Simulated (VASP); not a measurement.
Runs of VASP 6.6.1 on Zn3Bi2. The structure is that of space group R-3m (No. 166), or close to it. The cells are those of the table. 

| task | cell | k mesh | cutoff (eV) | smearing | gap on the mesh (eV) | pressure (GPa) | largest force (eV/Å) |
| --- | --- | --- | --- | --- | --- | --- | --- |
| relaxation of cell and atoms | relaxed from a = 5.211 Å, angles 90.9°, 5 atoms | 3 × 3 × 3 | 600 | gaussian 0.1 eV | (b) | 0.1 | 0.03 |
| single point | a = 5.512 Å, angles 82.6°, 5 atoms | 6 × 6 × 6 | 520 | gaussian 0.02 eV | (c) | 0.0 | 0.02 |
| single point | a = 5.211 Å, angles 90.9°, 5 atoms | 3 × 3 × 3 | 520 | gaussian 0.1 eV | none | 38.7 | 3.32 |
| single point | a = 5.547 Å, angles 82.4°, 5 atoms | 3 × 3 × 3 | 520 | gaussian 0.1 eV | (a) | 0.0 | 0.01 |

Alike in all rows: level PBE; potentials or basis VASP PAW PBE potentials, release 64 (Zn, Bi_d); no spin polarisation.

**Question.** Estimate the missing entries.

**Answer.** (a) 0.80; (b) 0.16; (c) 0.72.

Caveats: some runs use coarse meshes; spin-orbit coupling is left out, which moves the levels of the heavy elements; forces of over 1 eV/Å act on the atoms, so gaps and moduli don't describe the material at rest (some runs).

A k mesh can miss the band edges, and the runs leave out spin-orbit coupling on Bi.

A gap of «none» marks levels without a gap at the run's occupations.
